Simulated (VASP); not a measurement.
# TaC3 (Pm-3m) in VASP: further runs

TaC3 is run at these levels: PBE; tasks: single point, relaxation of cell and atoms.

All numbers are computed with VASP 6.6.1; they aren't measurements. Logs are shortened: lines on timing, memory, paths and dates and some standing lists are left out, and cuts for length are marked.

### Step 1. The cell of the first run

It takes space group Pm-3m (No. 221, cubic). The conventional cell has a = 4.204 Å, b = 4.204 Å, c = 4.204 Å, α = 90.00°, β = 90.00°, γ = 90.00°. Ta (site symmetry m-3m) has 6 C at 2.10 Å within 2.8 Å. Within 2.8 Å of C (site symmetry 4/mmm) lie 2 Ta at 2.10 Å.

The cell was generated, and may not be a known phase.

### Step 2. Single point, PBE

INCAR reads:

```
PREC = Accurate
ENCUT = 520
EDIFF = 1E-7
ISMEAR = 0
SIGMA = 0.1
LREAL = False
LASPH = True
NELM = 80
ALGO = Normal
ISIF = 2
LWAVE = False
LCHARG = True
GGA = PE
LELF = True
LVHAR = True
NBANDS = 20
```

KPOINTS reads:

```
regular mesh
0
Gamma
  12 12 12
```

POSCAR reads:

```
TaC3
1.0
    4.2041352830      0.0000000000      0.0000000000
    0.0000000000      4.2041352830      0.0000000000
    0.0000000000      0.0000000000      4.2041352830
Ta C
1 3
Direct
    0.5000000000      0.5000000000      0.5000000000
    0.0000000000      0.5000000000      0.5000000000
    0.5000000000      0.0000000000      0.5000000000
    0.5000000000      0.5000000000      0.0000000000
```

Potentials or basis: VASP PAW PBE potentials, release 64 (Ta_pv, C).

On the command line:

```sh
> cat potpaw_PBE.64/Ta_pv/POTCAR potpaw_PBE.64/C/POTCAR > POTCAR
> mpirun -np 1 vasp_std > vasp.out
```

OUTCAR:

```text
PREC = Accurate
   ENCUT = 520
   EDIFF = 1E-7
   ISMEAR = 0
   LREAL = False
   LASPH = True
   NELM = 80
   ISIF = 2
   GGA = PE

 ion  position               nearest neighbor table
   1  0.500  0.500  0.500-   2 2.10   3 2.10   4 2.10   4 2.10   3 2.10   2 2.10
   2  0.000  0.500  0.500-   1 2.10   1 2.10
   3  0.500  0.000  0.500-   1 2.10   1 2.10
   4  0.500  0.500  0.000-   1 2.10   1 2.10

  LATTYP: Found a simple cubic cell.
 ALAT       =     4.2041352830

  Lattice vectors:

 A1 = (   4.2041352830,   0.0000000000,   0.0000000000)
 A2 = (   0.0000000000,   4.2041352830,   0.0000000000)
 A3 = (   0.0000000000,   0.0000000000,   4.2041352830)

Analysis of symmetry for initial positions (statically):
=====================================================================
 Subroutine PRICEL returns:
 Original cell was already a primitive cell.

 Routine SETGRP: Setting up the symmetry group for a
 simple cubic supercell.

 Subroutine GETGRP returns: Found 48 space group operations
 (whereof 48 operations were pure point group operations)
 out of a pool of 48 trial point group operations.

The static configuration has the point symmetry O_h .

Analysis of symmetry for dynamics (positions and initial velocities):
=====================================================================
 Subroutine PRICEL returns:
 Original cell was already a primitive cell.

 Routine SETGRP: Setting up the symmetry group for a
 simple cubic supercell.

 Subroutine GETGRP returns: Found 48 space group operations
 (whereof 48 operations were pure point group operations)
 out of a pool of 48 trial point group operations.

The dynamic configuration has the point symmetry O_h .

 Subroutine INISYM returns: Found 48 space group operations
 (whereof 48 operations are pure point group operations),
 and found     1 'primitive' translations

----------------------------------------------------------------------------------------

                                     Primitive cell

  volume of cell :      74.3071

  direct lattice vectors                    reciprocal lattice vectors
     4.204135283  0.000000000  0.000000000     0.237861042  0.000000000  0.000000000
     0.000000000  4.204135283  0.000000000     0.000000000  0.237861042  0.000000000
     0.000000000  0.000000000  4.204135283     0.000000000  0.000000000  0.237861042

  length of vectors
     4.204135283  4.204135283  4.204135283     0.237861042  0.237861042  0.237861042

  position of ions in fractional coordinates (direct lattice)
     0.500000000  0.500000000  0.500000000
     0.000000000  0.500000000  0.500000000
     0.500000000  0.000000000  0.500000000
     0.500000000  0.500000000  0.000000000

  ion indices of the primitive-cell ions
   primitive index   ion index
                 1           1
                 2           2
                 3           3
                 4           4

----------------------------------------------------------------------------------------

 KPOINTS: regular mesh

Automatic generation of k-mesh.
 Grid dimensions read from file:
 generate k-points for:   12   12   12

 Generating k-lattice:

  Cartesian coordinates                     Fractional coordinates (reciprocal lattice)
     0.019821754  0.000000000  0.000000000     0.083333333  0.000000000  0.000000000
     0.000000000  0.019821754  0.000000000     0.000000000  0.083333333  0.000000000
     0.000000000  0.000000000  0.019821754     0.000000000  0.000000000  0.083333333

  Length of vectors
     0.019821754  0.019821754  0.019821754

  Shift w.r.t. Gamma in fractional coordinates (k-lattice)
     0.000000000  0.000000000  0.000000000

 Subroutine IBZKPT returns following result:
 ===========================================

 Found     84 irreducible k-points:

 Following reciprocal coordinates:
            Coordinates               Weight
  0.000000  0.000000  0.000000      1.000000
  0.083333  0.000000  0.000000      6.000000
  0.166667  0.000000  0.000000      6.000000
  0.250000  0.000000  0.000000      6.000000
  0.333333  0.000000  0.000000      6.000000
  0.416667  0.000000  0.000000      6.000000
[... 16 lines left out ...]
  0.333333  0.333333  0.000000     12.000000
  0.416667  0.333333  0.000000     24.000000
 [... further k-points ...]
   k-points           NKPTS =     84   k-points in BZ     NKDIM =     84   number of bands    NBANDS=     20
   number of dos      NEDOS =    301   number of ions     NIONS =      4
   total plane-waves  NPLWV =  32768
   dimension x,y,z NGX =    32 NGY =   32 NGZ =   32
   dimension x,y,z NGXF=    64 NGYF=   64 NGZF=   64
   ions per type =               1   3
   NGX,Y,Z   is equivalent  to a cutoff of  12.65, 12.65, 12.65 a.u.
   NGXF,Y,Z  is equivalent  to a cutoff of  25.31, 25.31, 25.31 a.u.
 SYSTEM =  unknown system
   PREC   = accura    normal or accurate (medium, high low for compatibility)
   ISTART =      0    job   : 0-new  1-cont  2-samecut
   ICHARG =      2    charge: 1-file 2-atom 10-const
   ISPIN  =      1    spin polarized calculation?
   LNONCOLLINEAR =      F non collinear calculations
   LSORBIT =      F    spin-orbit coupling
   LASPH  =      T    aspherical Exc in radial PAW
   ENCUT  =  520.0 eV  38.22 Ry    6.18 a.u.   7.82  7.82  7.82*2*pi/ulx,y,z
   NELM   =     80;   NELMIN=  2; NELMDL= -5     # of ELM steps
   EDIFF  = 0.1E-06   stopping-criterion for ELM
   LREAL  =      F    real-space projection
   EDIFFG = 0.1E-05   stopping-criterion for IOM
   NSW    =      0    number of steps for IOM
   IBRION =     -1    ionic relax: 0-MD 1-quasi-New 2-CG
   NFREE  =      0    steps in history (QN), initial steepest desc. (CG)
   ISIF   =      2    stress and relaxation
   ISYM   =      2    0-nonsym 1-usesym 2-fastsym
   POTIM  = 0.5000    time-step for ionic-motion
   TEBEG  =    0.0;   TEEND  =   0.0 temperature during run
   PSTRESS=    0.0 pullay stress
   NELECT =      23.0000    total number of electrons
   NUPDOWN=      -1.0000    fix difference up-down
   EMIN   =  10.00;   EMAX   =-10.00  energy-range for DOS
   EFERMI =   0.00;   METHOD = LEGACY
   ISMEAR =     0;   SIGMA  =   0.10  broadening in eV -4-tet -1-fermi 0-gaus
   EFERMI_NEDOS =   21; number of points for ismear=-14 and -15
   IALGO  =     38    algorithm
   IMIX   =      4    mixing-type and parameters
     AMIX     =   0.40;   BMIX     =  1.00
     AMIX_MAG =   1.60;   BMIX_MAG =  1.00
  volume/ion in A,a.u.               =      18.58       125.36
  Fermi-wavevector in a.u.,A,eV,Ry     =   1.107407  2.092697 16.685521  1.226351
  Thomas-Fermi vector in A             =   2.243921
   LORBIT       =      0    0 simple, 1 ext, 2 COOP (PROOUT), +10 PAW based schemes
   GGA     = PE    functional components
   LHFCALC =     F    Hartree Fock is set to
   AEXX    =    0.0000 exact exchange contribution
   IVDW    =     0    specifies the selected vdW correction
   LEPSILON=     F    determine dielectric tensor
   LRPA    =     F    only Hartree local field effects (RPA)
 non-spin polarized calculation
 Gauss-broadening in eV      SIGMA  =   0.10
  energy-cutoff  :      520.00
  volume of cell :       74.31
 maximum number of plane-waves:      2017
 NGX is ok and might be reduce to    32
   NGX = 15   NGY = 15   NGZ = 15

 number of electron      22.9999998 magnetization

 Free energy of the ion-electron system (eV)
  ---------------------------------------------------
  ext. energy  EPLUGINS =         0.00000000
  ---------------------------------------------------
  free energy    TOTEN  =       -29.57614612 eV

  energy without entropy =      -29.56419028  energy(sigma->0) =      -29.57016820

 E-fermi :   0.3729     XC(G=0):  -8.7256

 val. band max:        0.3479687332   @ k =   0.3333   0.3333   0.0833
 cond. band min:       0.3901482055   @ k =   0.4167   0.1667   0.0000
 fundamental gap:      0.0421794723
 Fermi energy:         0.3728938206

 k-point     1 :       0.0000    0.0000    0.0000
  band No.  band energies     occupation
      1     -32.8814      2.00000
      2     -32.8814      2.00000
      3     -32.8814      2.00000
      4     -10.7458      2.00000
      5      -8.7565      2.00000
      6      -8.7565      2.00000
[... 12 lines left out ...]
     19       7.1986      0.00000
     20       7.8112      0.00000

 k-point     2 :       0.0833    0.0000    0.0000
  band No.  band energies     occupation
      1     -32.8826      2.00000
      2     -32.8813      2.00000
      3     -32.8813      2.00000
      4     -10.7028      2.00000
      5      -8.7526      2.00000
      6      -8.7291      2.00000
[... 12 lines left out ...]
     19       7.3077      0.00000
     20       7.8193      0.00000

 k-point     3 :       0.1667    0.0000    0.0000
  band No.  band energies     occupation
      1     -32.8857      2.00000
      2     -32.8809      2.00000
      3     -32.8809      2.00000
      4     -10.5847      2.00000
      5      -8.7420      2.00000
      6      -8.6448      2.00000
[... 12 lines left out ...]
     19       7.6125      0.00000
     20       7.8396      0.00000

 k-point     4 :       0.2500    0.0000    0.0000
  band No.  band energies     occupation
      1     -32.8899      2.00000
      2     -32.8804      2.00000
      3     -32.8804      2.00000
      4     -10.4230      2.00000
      5      -8.7274      2.00000
      6      -8.5014      2.00000
[... 429 lines left out ...]
 k-point    23 :       0.3333    0.3333    0.0000
  band No.  band energies     occupation
      1     -32.8926      2.00000
      2     -32.8925      2.00000
      3     -32.8785      2.00000
      4      -9.7134      2.00000
      5      -8.3276      2.00000
      6      -8.1630      2.00000
[... 12 lines left out ...]
     19       8.8481      0.00000
     20       9.4159      0.00000

 k-point    24 :       0.4167    0.3333    0.0000
  band No.  band energies     occupation
      1     -32.8956      2.00000
      2     -32.8922      2.00000
      3     -32.8781      2.00000
      4      -9.5953      2.00000
      5      -8.2453      2.00000
      6      -8.0090      2.00000
[... 12 lines left out ...]
     19       8.9075      0.00000
     20       9.5782      0.00000

 [... further k-points ...]

------------------------ aborting loop because EDIFF is reached ----------------------------------------

  FORCE on cell =-STRESS in cart. coord.  units (eV):
  Direction    XX          YY          ZZ          XY          YZ          ZX
  --------------------------------------------------------------------------------------
  -------------------------------------------------------------------------------------
  Total        0.1011192      0.1011192      0.1011192      0.0000000     -0.0000000      0.0000000
  in kB        2.1802903      2.1802903      2.1802903      0.0000000     -0.0000000      0.0000000
  external PRESSURE =       2.1802903 kB  Pullay stress =       0.0000000 kB

 VOLUME and BASIS-vectors are now :
 -----------------------------------------------------------------------------
  energy-cutoff  :      520.00
  volume of cell :       74.31
      direct lattice vectors                 reciprocal lattice vectors
     4.204135283  0.000000000  0.000000000     0.237861042  0.000000000  0.000000000
     0.000000000  4.204135283  0.000000000     0.000000000  0.237861042  0.000000000
     0.000000000  0.000000000  4.204135283     0.000000000  0.000000000  0.237861042

 POSITION                                       TOTAL-FORCE (eV/Angst)
 -----------------------------------------------------------------------------------
      2.10207      2.10207      2.10207         0.000000      0.000000      0.000000
      0.00000      2.10207      2.10207         0.000000      0.000000      0.000000
      2.10207      0.00000      2.10207         0.000000      0.000000      0.000000
      2.10207      2.10207      0.00000         0.000000      0.000000      0.000000
 -----------------------------------------------------------------------------------
    total drift:                                0.000000     -0.000000     -0.000000

  FREE ENERGIE OF THE ION-ELECTRON SYSTEM (eV)
  ---------------------------------------------------
  free  energy   TOTEN  =       -29.5761461220 eV

  energy  without entropy=      -29.5641902785  energy(sigma->0) =      -29.57016820
```

Wall time 2.3 min (1 thread of Intel Xeon 8259CL, shared host); peak memory 0.25 GiB.

Results:

```yaml
Free_energy: -29.5761 eV
Pressure: 0.2 GPa
Band_gap_on_the_k_mesh: zero (an odd number of electrons rules out a gap without spin polarisation)
```

Levels at points of the mesh, in eV from the Fermi level:
```csv
k point,band 8,band 9,band 10,band 11,band 12,band 13,band 14,band 15,band 16,band 17
"(0.00, 0.00, 0.00)",-1.40,-1.40,0.96,0.96,0.96,1.81,1.81,1.81,2.01,2.01
"(0.50, 0.00, 0.00)",-1.54,-1.54,-0.73,-0.73,-0.38,0.46,1.59,1.59,2.08,5.80
"(0.50, 0.50, 0.00)",-3.60,-3.55,-1.46,-1.46,0.11,0.11,0.27,2.46,5.82,5.82
"(0.50, 0.50, 0.50)",-3.57,-3.57,-3.42,-3.42,-3.42,2.48,2.48,2.48,6.71,6.71
```

Caveat: spin-orbit coupling is left out, which moves the levels of the heavy elements.

### Step 3. Relaxation of cell and atoms, PBE

This run uses another cell than the first one, of 18.35 Å³/atom.

INCAR reads:

```
SYSTEM = TaC3
ALGO = Normal
EDIFF = 1E-6
EDIFFG = -0.01
ENCUT = 600
GGA = PE
IBRION = 2
ISIF = 3
ISMEAR = 0
LASPH = .True.
LCHARG = .False.
LREAL = .False.
LWAVE = .False.
NELM = 100
NSW = 100
PREC = Accurate
SIGMA = 0.1
```

KPOINTS reads:

```
k-points
0
Gamma
  12 12 12
  0 0 0
```

POSCAR reads:

```
TaC3
1.0
    4.1868490740      0.0000000000      0.0000000000
    0.0000000000      4.1868490740      0.0000000000
    0.0000000000      0.0000000000      4.1868490740
Ta C
1 3
Direct
    0.5000000000      0.5000000000      0.5000000000
    0.0000000000      0.5000000000      0.5000000000
    0.5000000000      0.0000000000      0.5000000000
    0.5000000000      0.5000000000      0.0000000000
```

Potentials or basis: VASP PAW PBE potentials, release 64 (Ta_pv, C).

On the command line:

```sh
> cat potpaw_PBE.64/Ta_pv/POTCAR potpaw_PBE.64/C/POTCAR > POTCAR
> mpirun -np 1 vasp_std > vasp.out
```

OUTCAR:

```text
SYSTEM = TaC3
   EDIFF = 1E-6
   EDIFFG = -0.01
   ENCUT = 600
   GGA = PE
   IBRION = 2
   ISIF = 3
   ISMEAR = 0
   LASPH = .True.
   LREAL = .False.
   NELM = 100
   NSW = 100
   PREC = Accurate

 ion  position               nearest neighbor table
   1  0.500  0.500  0.500-   2 2.09   3 2.09   4 2.09   4 2.09   3 2.09   2 2.09
   2  0.000  0.500  0.500-   1 2.09   1 2.09
   3  0.500  0.000  0.500-   1 2.09   1 2.09
   4  0.500  0.500  0.000-   1 2.09   1 2.09

  LATTYP: Found a simple cubic cell.
 ALAT       =     4.1868490740

  Lattice vectors:

 A1 = (   4.1868490740,   0.0000000000,   0.0000000000)
 A2 = (   0.0000000000,   4.1868490740,   0.0000000000)
 A3 = (   0.0000000000,   0.0000000000,   4.1868490740)

Analysis of symmetry for initial positions (statically):
=====================================================================
 Subroutine PRICEL returns:
 Original cell was already a primitive cell.

 Routine SETGRP: Setting up the symmetry group for a
 simple cubic supercell.

 Subroutine GETGRP returns: Found 48 space group operations
 (whereof 48 operations were pure point group operations)
 out of a pool of 48 trial point group operations.

The static configuration has the point symmetry O_h .

Analysis of symmetry for dynamics (positions and initial velocities):
=====================================================================
 Subroutine PRICEL returns:
[... 242 lines left out ...]
  ---------------------------------------------------
  ext. energy  EPLUGINS =         0.00000000
  ---------------------------------------------------
  free energy    TOTEN  =       -29.57641491 eV

  energy without entropy =      -29.56453668  energy(sigma->0) =      -29.57047579

 E-fermi :   0.3632     XC(G=0):  -8.7192

 val. band max:        0.3369319166   @ k =   0.3333   0.3333   0.0833
 cond. band min:       0.3825830214   @ k =   0.4167   0.1667   0.0000
 fundamental gap:      0.0456511048
 Fermi energy:         0.3631994070

 k-point     1 :       0.0000    0.0000    0.0000
  band No.  band energies     occupation
      1     -32.8934      2.00000
      2     -32.8934      2.00000
      3     -32.8934      2.00000
      4     -10.7482      2.00000
      5      -8.7616      2.00000
      6      -8.7616      2.00000
      7      -1.0364      2.00000
      8      -1.0364      2.00000
      9      -1.0364      2.00000
     10       1.3269      0.00000
     11       1.3269      0.00000
     12       1.3269      0.00000
     13       2.1705      0.00000
     14       2.1706      0.00000
[... 401 lines left out ...]
      2     -32.9040      2.00000
      3     -32.8901      2.00000
      4      -9.5998      2.00000
      5      -8.2526      2.00000
      6      -8.0176      2.00000
      7      -3.3150      2.00000
      8      -2.7746      2.00000
      9      -2.5495      2.00000
     10      -1.0989      2.00000
     11      -0.8749      2.00000
     12       0.4922      0.06802
     13       0.6713      0.00001
     14       0.7300      0.00000
     15       2.4300      0.00000

 [... further k-points ...]

------------------------ aborting loop because EDIFF is reached ----------------------------------------

  FORCE on cell =-STRESS in cart. coord.  units (eV):
  Direction    XX          YY          ZZ          XY          YZ          ZX
  --------------------------------------------------------------------------------------
  -------------------------------------------------------------------------------------
  Total        0.0057650      0.0057650      0.0057650     -0.0000000      0.0000000     -0.0000000
  in kB        0.1241124      0.1241124      0.1241124     -0.0000000      0.0000000     -0.0000000
  external PRESSURE =       0.1241124 kB  Pullay stress =       0.0000000 kB
[... 19 lines left out ...]
  FREE ENERGIE OF THE ION-ELECTRON SYSTEM (eV)
  ---------------------------------------------------
  free  energy   TOTEN  =       -29.5764149059 eV

  energy  without entropy=      -29.5645366807  energy(sigma->0) =      -29.57047579

 reached required accuracy - stopping structural energy minimisation
```

Run time: 5.1 min. Hardware: 1 thread of Intel Xeon 8259CL, shared host; peak memory 0.3 GiB.

Results:

- Free energy: -29.5764 eV
- Relaxed volume: 18.61 Å³/atom
- Relaxed cell: a = 4.206 Å, b = 4.206 Å, c = 4.206 Å, α = 90.00°, β = 90.00°, γ = 90.00°
- Space group after relaxing (to 0.1 Å): Pm-3m (No. 221)
- Energy gained by relaxing: 1.2 meV/atom
- Ionic steps: 3
- Pressure after relaxing: 0.0 GPa
- Band gap on the k mesh: zero (an odd number of electrons rules out a gap without spin polarisation)

The path:
| step | energy change (eV) | largest force (eV/Å) | pressure (GPa) | volume (Å³) |
| --- | --- | --- | --- | --- |
| 1 | 0.0000 | 0.0000 | 1.51 | 73.39 |
| 2 | -0.0019 | 0.0000 | -1.10 | 75.25 |
| 3 | -0.0048 | 0.0000 | 0.01 | 74.42 |

Final structure:
```xyz
4
Lattice="4.2063 0.0000 0.0000 0.0000 4.2063 0.0000 0.0000 0.0000 4.2063" Properties=species:S:1:pos:R:3 pbc="T T T"
Ta    2.1031    2.1031    2.1031
C     0.0000    2.1031    2.1031
C     2.1031    0.0000    2.1031
C     2.1031    2.1031    0.0000
```

Caveat: spin-orbit coupling is left out, which moves the levels of the heavy elements.

The gap in the log of VASP goes by the Fermi energy; the results here count the filled bands.